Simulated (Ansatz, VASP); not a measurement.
One calculation of PbSe, two programs

POSCAR

```
PbSe
1.0
    0.0000000000      2.9663944448      3.2630338893
    2.9663944448      0.0000000000      3.2630338893
    2.9663944448      2.9663944448      0.0000000000
Pb Se
1 1
Direct
    0.0000000000      0.0000000000      0.0000000000
    0.5000000000      0.5000000000      0.5000000000
```

INCAR.step1

```
SYSTEM = PbSe
PREC = Accurate
ENCUT = 520
ISMEAR = 0
SIGMA = 0.05
LREAL = .FALSE.
LASPH = .TRUE.
NELM = 100
NBANDS = 17
GGA = PE
ALGO = Normal
EDIFF = 1E-4
LWAVE = .TRUE.
LCHARG = .FALSE.
```

File INCAR.step2:

```
SYSTEM = PbSe
PREC = Accurate
ENCUT = 520
EDIFF = 1E-6
ISMEAR = 0
SIGMA = 0.05
LREAL = .FALSE.
LASPH = .TRUE.
NELM = 100
ALGO = Normal
ISIF = 2
LWAVE = .FALSE.
LCHARG = .FALSE.
METAGGA = R2SCAN
LMIXTAU = .TRUE.
NBANDS = 17
ISTART = 1
```

Contents of KPOINTS:

```
regular mesh
0
G
  10 10 10
  0 0 0
```

Input for Ansatz:

```yaml
crystal:
  lattice:
    - [0.0, 2.9663944448, 3.2630338893]
    - [2.9663944448, 0.0, 3.2630338893]
    - [2.9663944448, 2.9663944448, 0.0]
  atoms:
    - { symbol: Pb, position: [0.0, 0.0, 0.0] }
    - { symbol: Se, position: [0.5, 0.5, 0.5] }
basis:
  ecutwfc: 500
kpoints:
  mp_grid: { grid: [10, 10, 10] }
hamiltonian:
  xc: r2scan
scf:
  occupations: { method: gaussian, width: 0.05 }
output:
  forces: true
  stress: true
  eigenvalues: true
```

Alike in both runs: task single point; functional r2SCAN; k mesh 10 × 10 × 10; occupations gaussian, width 0.05 eV; no spin polarisation.

|  | VASP | Ansatz |
| --- | --- | --- |
| version | VASP 6.6.1 | Ansatz 0.2.0 |
| potentials or method | VASP PAW PBE potentials, release 64 (Pb_d, Se), cutoff 520 eV | scalar-relativistic, plane waves, PAW |
| valence electrons in the cell | 20 | 30 |

|  | VASP | Ansatz | Ansatz less VASP |
| --- | --- | --- | --- |
| gap on the k mesh at the Fermi level (eV) | 0.34 | 0.34 | -0.007 |
| least direct gap on the mesh (eV) | 0.34 | 0.34 | -0.007 |
| pressure (GPa) | 2.8 | 2.8 | -0.03 |
| traceless stress, the component that is largest in VASP (GPa) | -6.98 | -6.96 | +0.023 |

VASP's potentials were made for PBE, not for r2SCAN. VASP's potentials hold 20 valence electrons a cell and Ansatz's 30, so a difference there can come from the potentials and not from the codes.

Spin-orbit coupling is off throughout.
